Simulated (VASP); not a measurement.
Wanted: the native input for a VASP 6.6.1 run.

```yaml
Task: single point
Functional: PBEsol
Potentials_or_basis: VASP PAW PBE potentials, release 64 (S)
Cutoff: 520 eV
k_mesh: 16 × 16 × 16
Occupations: fermi-dirac, width 0.1 eV
Spin: no spin polarisation
Dipole_correction: no
Further_INCAR_settings: ALGO = Normal; EDIFF = 1e-07; NBANDS = 9
```

The structure of S lies in POSCAR:

```
S
1.0
    2.2242776221      0.0000000000      0.0000000000
    0.0000000000      2.2242776221      0.0000000000
    0.0000000000      0.0000000000      2.2242776221
S
1
Direct
    0.0000000000      0.0000000000      0.0000000000
```

This isn't the form of S at room conditions, which is orthorhombic, of S8 rings.

These files were run (other wordings do the same):

INCAR

```
ALGO = Normal ; EDIFF = 1E-7
ENCUT = 520 ; GGA = PS
ISIF = 2 ; ISMEAR = -1
LASPH = True ; LCHARG = True
LELF = True ; LREAL = False
LVHAR = True ; LWAVE = False
NBANDS = 9 ; NELM = 60
PREC = Accurate ; SIGMA = 0.1
```

KPOINTS

```
k-points
0
Gamma
  16 16 16
```

Potentials or basis: VASP PAW PBE potentials, release 64 (S).

Command:

```sh
$ cat potpaw_PBE.64/S/POTCAR > POTCAR
$ mpirun -np 1 vasp_std > vasp.out
```

Results of the run:

```
Pressure               : 69.7 GPa
Band gap on the k mesh : zero (bands 3 and 4 overlap by 11.10 eV)
```

Caveat: the cell stands under pressure; the PAW data sets were made with another functional, which shifts forces and pressure a little.

Run time: 15 s on 1 thread of AMD EPYC 7R13, with other jobs on the host, peak memory 0.09 GiB.
